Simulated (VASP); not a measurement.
Write the native input for VASP 6.6.1 that does the following.

```yaml
Task: single point
Functional: PBE
Potentials_or_basis: VASP PAW PBE potentials, release 64 (K_sv, Cl)
Cutoff: 520 eV
k_mesh: 6 × 6 × 6
Occupations: gaussian, width 0.01 eV
Spin: no spin polarisation
Dipole_correction: no
Further_INCAR_settings: ALGO = Normal; EDIFF = 1e-07; NBANDS = 15
```

The structure of KCl (Sylvite) lies in POSCAR:

```
KCl
1.0
    0.0000000000      3.1891817223      3.1891817223
    3.1891817223      0.0000000000      3.1891817223
    3.1891817223      3.1891817223      0.0000000000
K Cl
1 1
Direct
    0.0000000000      0.0000000000      0.0000000000
    0.5000000000      0.5000000000      0.5000000000
```

One way to write it, as run:

INCAR

```
PREC     = Accurate       # precision mode
ENCUT    = 520            # plane-wave cutoff, eV
EDIFF    = 1E-7           # SCF threshold, eV
ISMEAR   = 0              # smearing method
SIGMA    = 0.01           # smearing width, eV
LREAL    = False          # projectors in reciprocal space
LASPH    = True           # aspherical terms in the spheres
NELM     = 60             # most SCF steps
ALGO     = Normal         # electronic algorithm
ISIF     = 2              # what is computed and relaxed
LWAVE    = False          # write WAVECAR
LCHARG   = False          # write CHGCAR
GGA      = PE             # functional
NBANDS   = 15             # bands
```

KPOINTS

```
regular mesh
0
Gamma
  6 6 6
```

Potentials or basis: VASP PAW PBE potentials, release 64 (K_sv, Cl).

Run with:

```console
$ cat potpaw_PBE.64/K_sv/POTCAR potpaw_PBE.64/Cl/POTCAR > POTCAR
$ mpirun -np 1 vasp_std > vasp.out
```

It gave:

```json
{"Pressure": "0.0 GPa", "Band gap on the k mesh": "5.05 eV, direct"}
```

Run time: 21 s on 1 thread of Intel Xeon 6975P-C, with other jobs on the host, peak memory 0.21 GiB.
